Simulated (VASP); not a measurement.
# SnSe (zincblende type) (F-43m) in VASP: relaxation of cell and atoms with PBEsol

Aim: the relaxation of cell and atoms of SnSe (zincblende type) with PBEsol.

All numbers are computed with VASP 6.6.1; they aren't measurements. Logs are shortened: lines on timing, memory, paths and dates and some standing lists are left out, and cuts for length are marked.

## 1. The cell of the first run

The structure is cubic, space group F-43m (No. 216). Conventional cell: a = 6.109 Å, b = 6.109 Å, c = 6.109 Å, α = 90.00°, β = 90.00°, γ = 90.00°. Within 3.5 Å of Sn (site symmetry -43m) lie 4 Se at 2.65 Å. Se (site symmetry -43m) has 4 Sn at 2.65 Å within 3.5 Å.

## 2. Relaxation of cell and atoms, PBEsol

Contents of INCAR:

```
SYSTEM = SnSe
  ALGO = Normal
  EDIFF = 1E-6
  EDIFFG = -0.005
  ENCUT = 600
  GGA = PS
  IBRION = 2
  ISIF = 3
  ISMEAR = -1
  LASPH = .True.
  LCHARG = .False.
  LREAL = .False.
  LWAVE = .False.
  NELM = 80
  NSW = 60
  PREC = Accurate
  SIGMA = 0.08
```

Contents of KPOINTS:

```
k-points
0
Gamma
  12 12 12
  0 0 0
```

Contents of POSCAR:

```
SnSe
1.0
    0.0000000000      3.0546685047      3.0546685047
    3.0546685047      0.0000000000      3.0546685047
    3.0546685047      3.0546685047      0.0000000000
Sn Se
1 1
Direct
    0.0000000000      0.0000000000      0.0000000000
    0.2500000000      0.2500000000      0.2500000000
```

Potentials or basis: VASP PAW PBE potentials, release 64 (Sn_d, Se).

Run with:

```
> cat potpaw_PBE.64/Sn_d/POTCAR potpaw_PBE.64/Se/POTCAR > POTCAR
> mpirun -np 1 vasp_std > vasp.out
```

OUTCAR:

```text
SYSTEM = SnSe
   EDIFF = 1E-6
   EDIFFG = -0.005
   ENCUT = 600
   GGA = PS
   IBRION = 2
   ISIF = 3
   ISMEAR = -1
   LASPH = .True.
   LREAL = .False.
   NELM = 80
   NSW = 60
   PREC = Accurate

 ion  position               nearest neighbor table
   1  0.000  0.000  0.000-   2 2.65   2 2.65   2 2.65   2 2.65
   2  0.250  0.250  0.250-   1 2.65   1 2.65   1 2.65   1 2.65

  LATTYP: Found a face centered cubic cell.
 ALAT       =     6.1093370094

  Lattice vectors:

 A1 = (   0.0000000000,   3.0546685047,   3.0546685047)
 A2 = (   3.0546685047,   0.0000000000,   3.0546685047)
 A3 = (   3.0546685047,   3.0546685047,   0.0000000000)

Analysis of symmetry for initial positions (statically):
=====================================================================
 Subroutine PRICEL returns:
 Original cell was already a primitive cell.

 Routine SETGRP: Setting up the symmetry group for a
 face centered cubic supercell.

 Subroutine GETGRP returns: Found 24 space group operations
 (whereof 24 operations were pure point group operations)
 out of a pool of 48 trial point group operations.

The static configuration has the point symmetry T_d .

Analysis of symmetry for dynamics (positions and initial velocities):
=====================================================================
 Subroutine PRICEL returns:
 Original cell was already a primitive cell.

 Routine SETGRP: Setting up the symmetry group for a
 face centered cubic supercell.

 Subroutine GETGRP returns: Found 24 space group operations
 (whereof 24 operations were pure point group operations)
 out of a pool of 48 trial point group operations.

The dynamic configuration has the point symmetry T_d .

 Subroutine INISYM returns: Found 24 space group operations
 (whereof 24 operations are pure point group operations),
 and found     1 'primitive' translations

----------------------------------------------------------------------------------------

                                     Primitive cell

  volume of cell :      57.0062

  direct lattice vectors                    reciprocal lattice vectors
     0.000000000  3.054668505  3.054668505    -0.163683882  0.163683882  0.163683882
     3.054668505  0.000000000  3.054668505     0.163683882 -0.163683882  0.163683882
     3.054668505  3.054668505  0.000000000     0.163683882  0.163683882 -0.163683882

  length of vectors
     4.319953628  4.319953628  4.319953628     0.283508801  0.283508801  0.283508801

  position of ions in fractional coordinates (direct lattice)
     0.000000000  0.000000000  0.000000000
     0.250000000  0.250000000  0.250000000

  ion indices of the primitive-cell ions
   primitive index   ion index
                 1           1
                 2           2

----------------------------------------------------------------------------------------

 KPOINTS: k-points

Automatic generation of k-mesh.
 Grid dimensions read from file:
 generate k-points for:   12   12   12

 Generating k-lattice:

  Cartesian coordinates                     Fractional coordinates (reciprocal lattice)
    -0.013640324  0.013640324  0.013640324     0.083333333  0.000000000  0.000000000
     0.013640324 -0.013640324  0.013640324     0.000000000  0.083333333  0.000000000
     0.013640324  0.013640324 -0.013640324     0.000000000  0.000000000  0.083333333

  Length of vectors
     0.023625733  0.023625733  0.023625733

  Shift w.r.t. Gamma in fractional coordinates (k-lattice)
     0.000000000  0.000000000  0.000000000

 Subroutine IBZKPT returns following result:
 ===========================================

 Found     72 irreducible k-points:

 Following reciprocal coordinates:
            Coordinates               Weight
  0.000000  0.000000  0.000000      1.000000
  0.083333  0.000000  0.000000      8.000000
  0.166667  0.000000  0.000000      8.000000
  0.250000  0.000000  0.000000      8.000000
  0.333333  0.000000  0.000000      8.000000
  0.416667  0.000000  0.000000      8.000000
[... 16 lines left out ...]
  0.500000  0.166667  0.000000     24.000000
 -0.416667  0.166667  0.000000     24.000000
 [... further k-points ...]
   k-points           NKPTS =     72   k-points in BZ     NKDIM =     72   number of bands    NBANDS=     14
   number of dos      NEDOS =    301   number of ions     NIONS =      2
   total plane-waves  NPLWV =  46656
   dimension x,y,z NGX =    36 NGY =   36 NGZ =   36
   dimension x,y,z NGXF=    72 NGYF=   72 NGZF=   72
   ions per type =               1   1
   NGX,Y,Z   is equivalent  to a cutoff of  13.85, 13.85, 13.85 a.u.
   NGXF,Y,Z  is equivalent  to a cutoff of  27.71, 27.71, 27.71 a.u.
 SYSTEM =  SnSe
   PREC   = accura    normal or accurate (medium, high low for compatibility)
   ISTART =      0    job   : 0-new  1-cont  2-samecut
   ICHARG =      2    charge: 1-file 2-atom 10-const
   ISPIN  =      1    spin polarized calculation?
   LNONCOLLINEAR =      F non collinear calculations
   LSORBIT =      F    spin-orbit coupling
   LASPH  =      T    aspherical Exc in radial PAW
   ENCUT  =  600.0 eV  44.10 Ry    6.64 a.u.   8.63  8.63  8.63*2*pi/ulx,y,z
   NELM   =     80;   NELMIN=  2; NELMDL= -5     # of ELM steps
   EDIFF  = 0.1E-05   stopping-criterion for ELM
   LREAL  =      F    real-space projection
   EDIFFG = -.5E-02   stopping-criterion for IOM
   NSW    =     60    number of steps for IOM
   IBRION =      2    ionic relax: 0-MD 1-quasi-New 2-CG
   NFREE  =      1    steps in history (QN), initial steepest desc. (CG)
   ISIF   =      3    stress and relaxation
   ISYM   =      2    0-nonsym 1-usesym 2-fastsym
   POTIM  = 0.5000    time-step for ionic-motion
   TEBEG  =    0.0;   TEEND  =   0.0 temperature during run
   PSTRESS=    0.0 pullay stress
   NELECT =      20.0000    total number of electrons
   NUPDOWN=      -1.0000    fix difference up-down
   EMIN   =  10.00;   EMAX   =-10.00  energy-range for DOS
   EFERMI =   0.00;   METHOD = LEGACY
   ISMEAR =    -1;   SIGMA  =   0.08  broadening in eV -4-tet -1-fermi 0-gaus
   EFERMI_NEDOS =   21; number of points for ismear=-14 and -15
   IALGO  =     38    algorithm
   IMIX   =      4    mixing-type and parameters
     AMIX     =   0.40;   BMIX     =  1.00
     AMIX_MAG =   1.60;   BMIX_MAG =  1.00
  volume/ion in A,a.u.               =      28.50       192.35
  Fermi-wavevector in a.u.,A,eV,Ry     =   1.154633  2.181941 18.138989  1.333178
  Thomas-Fermi vector in A             =   2.291268
   LORBIT       =      0    0 simple, 1 ext, 2 COOP (PROOUT), +10 PAW based schemes
   GGA     = PS    functional components
   LHFCALC =     F    Hartree Fock is set to
   AEXX    =    0.0000 exact exchange contribution
   IVDW    =     0    specifies the selected vdW correction
   LEPSILON=     F    determine dielectric tensor
   LRPA    =     F    only Hartree local field effects (RPA)
 conjugate gradient relaxation of ions
 non-spin polarized calculation
  energy-cutoff  :      600.00
  volume of cell :       57.01
 maximum number of plane-waves:      1932
   NGX = 17   NGY = 17   NGZ = 17

--------------------------------------- Ionic step        1  -------------------------------------------

 number of electron      20.0000003 magnetization

 Free energy of the ion-electron system (eV)
  ---------------------------------------------------
  ext. energy  EPLUGINS =         0.00000000
  ---------------------------------------------------
  free energy    TOTEN  =        -7.77140913 eV

  energy without entropy =       -7.75737347  energy(sigma->0) =       -7.76439130

 E-fermi :   5.5821     XC(G=0):  -9.3568

 val. band max:        5.5510700218   @ k =  -0.3333   0.3333   0.1667
 cond. band min:       5.7103364705   @ k =  -0.4167   0.4167   0.1667
 fundamental gap:      0.1592664487
 Fermi energy:         5.5820848933

 k-point     1 :       0.0000    0.0000    0.0000
  band No.  band energies     occupation
      1     -16.2770      2.00000
      2     -16.2770      2.00000
      3     -16.2770      2.00000
      4     -16.2216      2.00000
      5     -16.2216      2.00000
      6      -9.6228      2.00000
      7       1.0346      2.00000
      8       2.4107      2.00000
      9       2.4107      2.00000
     10       2.4107      2.00000
     11       6.8988      0.00000
     12       6.8988      0.00000
     13       6.8988      0.00000
     14      10.6103      0.00000

 k-point     2 :       0.0833    0.0000    0.0000
  band No.  band energies     occupation
      1     -16.2783      2.00000
      2     -16.2761      2.00000
      3     -16.2761      2.00000
      4     -16.2215      2.00000
      5     -16.2215      2.00000
      6      -9.5735      2.00000
      7       0.4923      2.00000
      8       2.3470      2.00000
      9       2.3470      2.00000
     10       2.8047      2.00000
[... 472 lines left out ...]
 POSITION                                       TOTAL-FORCE (eV/Angst)
 -----------------------------------------------------------------------------------
      0.00000      0.00000      0.00000         0.000000      0.000000     -0.000000
      1.66086      1.66086      1.66086        -0.000000     -0.000000      0.000000
 -----------------------------------------------------------------------------------
    total drift:                               -0.000000     -0.000000     -0.000000

  FREE ENERGIE OF THE ION-ELECTRON SYSTEM (eV)
  ---------------------------------------------------
  free  energy   TOTEN  =        -8.3208146474 eV

  energy  without entropy=       -8.3100685051  energy(sigma->0) =       -8.31544158

--------------------------------------- Ionic step        4  -------------------------------------------

 number of electron      20.0000002 magnetization

 Free energy of the ion-electron system (eV)
  ---------------------------------------------------
  ext. energy  EPLUGINS =         0.00000000
  ---------------------------------------------------
  free energy    TOTEN  =        -8.32096645 eV

  energy without entropy =       -8.31055696  energy(sigma->0) =       -8.31576171

 E-fermi :   3.1300     XC(G=0):  -8.1823

 val. band max:        3.0661409930   @ k =   0.4167   0.4167   0.0000
 cond. band min:       3.1720800284   @ k =   0.5000   0.4167   0.0000
 fundamental gap:      0.1059390354
 Fermi energy:         3.1300407649

 k-point     1 :       0.0000    0.0000    0.0000
  band No.  band energies     occupation
      1     -18.5316      2.00000
      2     -18.5316      2.00000
      3     -18.5316      2.00000
      4     -18.5150      2.00000
      5     -18.5150      2.00000
      6     -10.3415      2.00000
      7      -2.1464      2.00000
      8       0.7416      2.00000
      9       0.7416      2.00000
     10       0.7416      2.00000
     11       4.5711      0.00000
     12       4.5711      0.00000
     13       4.5711      0.00000
     14       7.8100      0.00000

 k-point     2 :       0.0833    0.0000    0.0000
  band No.  band energies     occupation
      1     -18.5319      2.00000
      2     -18.5313      2.00000
      3     -18.5313      2.00000
      4     -18.5150      2.00000
      5     -18.5150      2.00000
      6     -10.3123      2.00000
      7      -2.3316      2.00000
      8       0.6966      2.00000
      9       0.6966      2.00000
     10       0.8360      2.00000
[... 400 lines left out ...]
 POSITION                                       TOTAL-FORCE (eV/Angst)
 -----------------------------------------------------------------------------------
      3.32732      3.32732     -0.00000         0.000000      0.000000     -0.000000
      1.66366      1.66366      1.66366        -0.000000     -0.000000      0.000000
 -----------------------------------------------------------------------------------
    total drift:                               -0.000000     -0.000000     -0.000000

  FREE ENERGIE OF THE ION-ELECTRON SYSTEM (eV)
  ---------------------------------------------------
  free  energy   TOTEN  =        -8.3209664485 eV

  energy  without entropy=       -8.3105569646  energy(sigma->0) =       -8.31576171

 reached required accuracy - stopping structural energy minimisation
```

Run time: 2.2 min. Hardware: 1 thread of AMD EPYC 9R45 (Zen 5), shared host; peak memory 0.24 GiB.

What came out:

```
Free energy                            : -8.3210 eV
Relaxed volume                         : 36.84 Å³/atom
Relaxed cell                           : a = 4.706 Å, b = 4.706 Å, c = 4.706 Å, α = 60.00°, β = 60.00°, γ = 60.00°
Space group after relaxing (to 0.05 Å) : F-43m (No. 216)
Energy gained by relaxing              : 274.8 meV/atom
Ionic steps                            : 4
Pressure after relaxing                : 0.0 GPa
Band gap on the k mesh                 : zero (band 10 reaches 3.22 eV, above the bottom of band 11 at 3.01 eV)
```

Step by step:
| step | energy change (eV) | largest force (eV/Å) | pressure (GPa) | volume (Å³) |
| --- | --- | --- | --- | --- |
| 1 | 0.0000 | 0.0000 | 12.99 | 57.01 |
| 2 | -0.5226 | 0.0000 | -1.76 | 78.28 |
| 3 | -0.5494 | 0.0000 | 0.15 | 73.30 |
| 4 | -0.5496 | 0.0000 | 0.02 | 73.67 |

Final structure:
```cif
data_structure
_symmetry_space_group_name_H-M 'P 1'
_symmetry_Int_Tables_number 1
_cell_length_a 4.7055
_cell_length_b 4.7055
_cell_length_c 4.7055
_cell_angle_alpha 60.000
_cell_angle_beta 60.000
_cell_angle_gamma 60.000
_cell_volume 73.67
loop_
_atom_site_label
_atom_site_type_symbol
_atom_site_fract_x
_atom_site_fract_y
_atom_site_fract_z
_atom_site_occupancy
Sn1 Sn 0.00000 0.00000 0.00000 1
Se1 Se 0.25000 0.25000 0.25000 1
```

Levels at points of the mesh, in eV from the Fermi level:
| k point | band 8 | band 9 | band 10 | band 11 | band 12 | band 13 |
| --- | --- | --- | --- | --- | --- | --- |
| (0.00, 0.00, 0.00) | -2.39 | -2.39 | -2.39 | 1.44 | 1.44 | 1.44 |
| (0.50, 0.00, 0.00) | -2.93 | -2.93 | -2.25 | 2.21 | 2.21 | 3.40 |
| (0.50, 0.50, 0.00) | -3.66 | -3.66 | -0.66 | -0.12 | 4.47 | 4.47 |

Caveat: the volume moved by over 15 % at a fixed basis, so the end points are rough; the PAW data sets were made with another functional, which shifts forces and pressure a little; spin-orbit coupling is left out, which moves the levels of the heavy elements.
